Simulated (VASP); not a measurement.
Input of a VASP 6.6.1 run:

INCAR

```
PREC = Accurate ; ENCUT = 520
EDIFF = 1E-6 ; ISMEAR = -1
SIGMA = 0.05 ; LREAL = False
LASPH = True ; NELM = 80
ALGO = Normal ; ISIF = 2
LWAVE = False ; LCHARG = False
GGA = PE ; NBANDS = 15
```

File KPOINTS:

```
Automatic mesh
0
Gamma
  9 9 9
```

Contents of POSCAR:

```
SrO
1.0
    0.0000000000      2.5523873833      2.5523873833
    2.5523873833      0.0000000000      2.5523873833
    2.5523873833      2.5523873833      0.0000000000
Sr O
1 1
Direct
    0.5000000000      0.5000000000      0.5000000000
    0.0000000000      0.0000000000      0.0000000000
```

Potentials or basis: VASP PAW PBE potentials, release 64 (Sr_sv, O).

Command:

```sh
$ cat potpaw_PBE.64/Sr_sv/POTCAR potpaw_PBE.64/O/POTCAR > POTCAR
$ mpirun -np 1 vasp_std > vasp.out
```

Problem. Predict the pressure.

Solution. 5.6 GPa.

Problem. Predict the band gap on the k mesh.

Solution. 3.31 eV, indirect (least direct gap 3.39 eV).

A k mesh can miss the band edges. PBE gaps usually lie below the measured ones, often by a third to a half.
